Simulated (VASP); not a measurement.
Crystal: SnTe.

```xyz
2
Lattice="0.0000 3.1893 3.1255 3.1893 0.0000 3.1255 3.1893 3.1893 0.0000" Properties=species:S:1:pos:R:3 pbc="T T T"
Sn    0.0000    0.0000    0.0000
Te    3.1893    3.1893    3.1255
```

This cell differs from its parent crystal: uniaxial z strain -2.0%.

Base run:

| Quantity | Value |
| --- | --- |
| Program | VASP 6.6.1 |
| Functional | r2SCAN |
| Potentials or basis | VASP PAW PBE potentials, release 64 (Sn_d, Te) |
| Cutoff | 520 eV |
| k mesh | 8 × 8 × 8 |
| Occupations | fermi-dirac, width 0.02 eV |
| Spin | no spin polarisation |

Its results: band gap on the k mesh 0.04 eV; pressure 0.9 GPa.

Question: The run is repeated on the same cell with these changes: functional from r2SCAN to PBE; further incar settings from ALGO = Normal; EDIFF = 1e-06; NBANDS = 17 to ALGO = Normal; EDIFF = 1e-07; NBANDS = 17. What comes out?

Answer: Band gap on the k mesh 0.07 eV; pressure 1.5 GPa.

Caveats: spin-orbit coupling is left out, which moves the levels of the heavy elements; the PAW data sets were made with another functional, which shifts forces and pressure a little (at least some runs).

A k mesh can miss the band edges.
